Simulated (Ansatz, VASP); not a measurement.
## Two plane-wave programs on Si16C

```
CELL_PARAMETERS angstrom
0.00000 5.47009 -5.47009
5.47009 5.47009 0.00000
5.47009 0.00000 -5.47009
ATOMIC_POSITIONS crystal
Si 0.14372 0.11780 0.14173
Si 0.14570 0.60000 0.14363
Si 0.67478 0.10309 0.12412
Si 0.63465 0.62480 0.13427
Si 0.12655 0.10301 0.67250
Si 0.13637 0.62474 0.63259
Si 0.60998 0.10665 0.60786
Si 0.62754 0.63565 0.62545
Si 0.26109 0.74322 0.25903
Si 0.27718 0.22548 0.27497
Si 0.77211 0.73592 0.25878
Si 0.76972 0.25171 0.24679
Si 0.26090 0.73584 0.77005
Si 0.24895 0.25165 0.76772
Si 0.76345 0.73795 0.76135
Si 0.69698 0.28762 0.69416
C 0.85774 0.10620 0.85536
```

Alike in both runs: functional PBE; k mesh 2 × 2 × 2; occupations gaussian, width 0.01 eV; no spin polarisation.

Ansatz relaxed the structure, and its values are those at the end. VASP's run is a single point on that final structure, the one shown.

|  | VASP | Ansatz |
| --- | --- | --- |
| version | VASP 6.6.1 | Ansatz 0.2.0 |
| potentials or method | VASP PAW PBE potentials, release 64 (Si, C), cutoff 520 eV | scalar-relativistic, plane waves, PAW |
| valence electrons in the cell | 68 | 68 |

Ansatz gave:

```
gap on the k mesh at the Fermi level (eV) : none
rms of the force components (eV/Å)        : 0.002
```

Question: Estimate VASP's values.

Answer: gap on the k mesh at the Fermi level (eV): none; rms of the force components (eV/Å): 0.005.

A gap of «none» marks a metal or a gap that the smearing closes.

The k mesh is coarse, so the values compare programs but aren't converged.
